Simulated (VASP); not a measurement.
Runs of VASP 6.6.1 on Nb. The structure is that of space group I4/mmm (No. 139), or close to it. The cells are those of the table. 

```tsv
cell	further INCAR settings	gap on the mesh (eV)	pressure (GPa)
a = 2.955, b = 2.955, c = 3.075 Å, angles 58.6, 58.6, 62.7°, 1 atom	ALGO = Fast; EDIFF = 1e-06; NBANDS = 12	none	(a)
a = 3.263, b = 3.263, c = 2.665 Å, angles 65.9, 65.9, 48.2°, 1 atom	ALGO = Fast; EDIFF = 1e-07; NBANDS = 12	none	-11.0
a = 3.178, b = 3.178, c = 2.741 Å, angles 64.5, 64.5, 51.1°, 1 atom	ALGO = Fast; EDIFF = 1e-07; NBANDS = 12	none	-12.8
a = 3.109, b = 3.109, c = 2.815 Å, angles 63.1, 63.1, 53.8°, 1 atom	ALGO = Fast; EDIFF = 1e-07; NBANDS = 12	none	(b)
a = 2.930, b = 2.930, c = 3.158 Å, angles 57.4, 57.4, 65.2°, 1 atom	ALGO = Fast; EDIFF = 1e-07; NBANDS = 12	none	-13.6
a = 2.914, b = 2.914, c = 3.249 Å, angles 56.1, 56.1, 67.8°, 1 atom	ALGO = Fast; EDIFF = 1e-06; NBANDS = 12	none	-15.3
```

Alike in all rows: task single point; level LDA; potentials or basis VASP PAW LDA potentials, release 64 (Nb_sv); no spin polarisation; k mesh 22 × 22 × 22; cutoff (eV) 520; smearing gaussian 0.15 eV.

Question: Estimate the missing entries.

Answer: (a) -11.8; (b) -13.0.

A k mesh can miss the band edges, and the runs leave out spin-orbit coupling on Nb.

A gap of «none» marks levels without a gap at the run's occupations.
